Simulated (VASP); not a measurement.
La:

```
La
1.0
     3.75000    0.00000    0.00000
    -1.87500    3.24760    0.00000
     0.00000    0.00000    6.07000
La
2
Direct
  0.66667 0.33333 0.75000
  0.33333 0.66667 0.25000
```

Base run:

- Program: VASP 6.6.1
- Functional: PBEsol
- Potentials or basis: VASP PAW PBE potentials, release 64 (La)
- Cutoff: 520 eV
- k mesh: 8 × 8 × 5
- Occupations: fermi-dirac, width 0.05 eV
- Spin: no spin polarisation
- Hubbard terms: La f U = 8.0 eV

Its results: band gap on the k mesh zero (bands 11 and 12 overlap by 1.58 eV); pressure 0.2 GPa.

The run is repeated on the same cell with these changes: hubbard terms from La f U = 8.0 eV to none; further incar settings from ALGO = Normal; EDIFF = 1e-06; NBANDS = 18 to ALGO = Fast; EDIFF = 1e-07; NBANDS = 18. What comes out?

Band gap on the k mesh zero (bands 11 and 12 overlap by 1.31 eV); pressure -1.4 GPa.

Caveats: the PAW data sets were made with another functional, which shifts forces and pressure a little; spin-orbit coupling is left out, which moves the levels of the heavy elements; U without spin polarisation on a metal has little footing (at least some runs); the U is typed as a test and isn't derived for this compound (at least some runs).
